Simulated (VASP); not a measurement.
## Tl: single point with PBE

Crystal: Tl.

```
Tl
1.0
    -1.49788    1.49788    1.49788
     1.49788   -1.49788    1.49788
     1.49788    1.49788   -1.49788
Tl
1
Direct
  0.00000 0.00000 0.00000
```

This isn't the form of Tl at room conditions, which is hcp.

```json
{
 "Program": "VASP 6.6.1",
 "Task": "single point",
 "Functional": "PBE",
 "Potentials or basis": "VASP PAW PBE potentials, release 64 (Tl_d)",
 "Cutoff": "520 eV",
 "k mesh": "18 × 18 × 18",
 "Occupations": "fermi-dirac, width 0.1 eV",
 "Spin": "no spin polarisation"
}
```

```json
{
 "Pressure": "230.7 GPa",
 "Band gap on the k mesh": "zero (an odd number of electrons rules out a gap without spin polarisation)"
}
```

Levels at points of the mesh, in eV from the Fermi level:
```csv
k point,band 2,band 3,band 4,band 5,band 6,band 7,band 8,band 9,band 10,band 11
"(0.00, 0.00, 0.00)",-15.60,-15.60,-15.60,-13.50,-13.50,11.44,11.44,11.44,21.32,21.32
"(0.50, 0.00, 0.00)",-16.70,-13.63,-13.33,-11.87,-7.96,-4.04,6.95,8.91,18.00,18.07
"(0.50, 0.50, 0.50)",-17.43,-12.28,-12.28,-12.28,0.09,0.09,0.09,4.44,10.47,10.47
```

It took 34 s on 1 thread of Intel Xeon 8259CL, with other jobs on the host, peak memory 0.15 GiB.

Caveat: the cell stands under pressure; spin-orbit coupling is left out, which moves the levels of the heavy elements.
